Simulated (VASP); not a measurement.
Input of a VASP 6.6.1 run:

INCAR

```
  PREC = Accurate
  ENCUT = 520
  EDIFF = 1E-7
  ISMEAR = -1
  SIGMA = 0.1
  LREAL = F
  LASPH = T
  NELM = 80
  ALGO = Normal
  ISIF = 2
  LWAVE = F
  LCHARG = F
  GGA = PE
  NBANDS = 35
```

The input KPOINTS:

```
Automatic mesh
0
Gamma
  6 6 2
```

POSCAR

```
Te2Mo
1.0
    1.7526120000      3.0356110000      0.0000000000
   -1.7526120000      3.0356110000      0.0000000000
    0.0000000000      0.0000000000     13.7522450000
Te Mo
4 2
Direct
    0.3333000000      0.3334000000      0.6250000000
    0.6666000000      0.6667000000      0.1250000000
    0.3333000000      0.3334000000      0.8750000000
    0.6667000000      0.6667000000      0.3750000000
    0.3333000000      0.3334000000      0.2500000000
    0.6666000000      0.6667000000      0.7500000000
```

Potentials or basis: VASP PAW PBE potentials, release 64 (Te, Mo_sv).

Command:

```console
$ cat potpaw_PBE.64/Te/POTCAR potpaw_PBE.64/Mo_sv/POTCAR > POTCAR
$ mpirun -np 1 vasp_std > vasp.out
```

Q: Estimate the band gap on the k mesh.

A: 0.61 eV (least direct gap 0.97 eV).

Q: Predict the largest force.

A: 1.597 eV/Å.

Q: Estimate the pressure.

A: 9.6 GPa.

Stress tensor (GPa, compression positive):
```
 7.55  0.00  0.00
 0.00  7.55  0.00
 0.00  0.00 13.84
```

Caveat: the cell stands under pressure; spin-orbit coupling is left out, which moves the levels of the heavy elements; forces of over 1 eV/Å act on the atoms, so gaps and moduli don't describe the material at rest. A k mesh can miss the band edges.
